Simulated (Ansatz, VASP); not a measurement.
## One calculation of B2P3, two programs

```
CELL_PARAMETERS angstrom
3.11442 0.00000 0.00000
-1.55721 2.69716 0.00000
0.00000 0.00000 7.51775
ATOMIC_POSITIONS crystal
B 0.66667 0.33333 0.79551
B 0.33333 0.66667 0.20449
P 0.66667 0.33333 0.31292
P 0.33333 0.66667 0.68708
P 0.00000 0.00000 0.00000
```

Change from the starting cell: species swapped into the La2O3 type (P-3m1, No. 164).

Alike in both runs: functional PBE; k mesh 12 × 12 × 6; occupations gaussian, width 0.1 eV; no spin polarisation.

Ansatz relaxed the structure, and its values are those at the end. VASP's run is a single point on that final structure, the one shown.

|  | VASP | Ansatz |
| --- | --- | --- |
| version | VASP 6.6.1 | Ansatz 0.2.0 |
| potentials or method | VASP PAW PBE potentials, release 64 (B, P), cutoff 520 eV | scalar-relativistic, plane waves, PAW |
| valence electrons in the cell | 21 | 21 |

|  | VASP | Ansatz | Ansatz less VASP |
| --- | --- | --- | --- |
| gap on the k mesh at the Fermi level (eV) | none | none | - |
| pressure (GPa) | -0.2 | 0.0 | +0.22 |
| rms of the force components (eV/Å) | 0.011 | 0.000 | -0.0108 |

A gap of «none» marks a metal or a gap that the smearing closes.
